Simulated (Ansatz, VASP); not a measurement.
One calculation of Na, two programs

INCAR

```
SYSTEM = Na
  ALGO = Normal
  EDIFF = 1E-6
  ENCUT = 520
  GGA = RP
  ISIF = 2
  ISMEAR = -1
  LASPH = .TRUE.
  LCHARG = .TRUE.
  LELF = .TRUE.
  LREAL = .FALSE.
  LVHAR = .TRUE.
  LWAVE = .FALSE.
  NBANDS = 10
  NELM = 100
  PREC = Accurate
  SIGMA = 0.1
```

Contents of KPOINTS:

```
k-points
0
G
  10 10 10
  0 0 0
```

File POSCAR:

```
Na
1.0
    3.6233049833      0.0000000000      0.0000000000
    0.0000000000      3.6233049833      0.0000000000
    0.0000000000      0.0000000000      3.6233049833
Na
1
Direct
    0.0000000000      0.0000000000      0.0000000000
```

Input for Ansatz:

```yaml
crystal:
  lattice:
    - [3.6233049833, 0.0, 0.0]
    - [0.0, 3.6233049833, 0.0]
    - [0.0, 0.0, 3.6233049833]
  atoms:
    - { symbol: Na, position: [0.0, 0.0, 0.0] }
hamiltonian:
  xc: rpbe
  pseudopotentials:
    kind: paw
    azcp:
      Na: "pseudopotentials/Na.paw.azcp"
basis:
  ecutwfc: 420
  fft_grid_basis: typed
kpoints:
  mp_grid: { grid: [10, 10, 10], shift: [0, 0, 0] }
magnetization:
  spin_polarized: false
scf:
  occupations: { method: fermi_dirac, width: 0.1 }
  lower_state_search: "off"
output:
  stress: true
```

Alike in both runs: task single point; functional RPBE; k mesh 10 × 10 × 10; occupations fermi-dirac, width 0.1 eV; no spin polarisation.

|  | VASP | Ansatz |
| --- | --- | --- |
| version | VASP 6.6.1 | Ansatz 0.2.0 |
| potentials or method | VASP PAW PBE potentials, release 64 (Na_pv), cutoff 520 eV | plane waves (420 eV) with PAW, scalar-relativistic |
| valence electrons in the cell | 7 | 9 |

```csv
,VASP,Ansatz,Ansatz less VASP
pressure (GPa),-0.5,-0.5,+0.01
```

VASP's potentials were made for PBE, not for RPBE. VASP's potentials hold 7 valence electrons a cell and Ansatz's 9, so a difference there can come from the potentials and not from the codes.
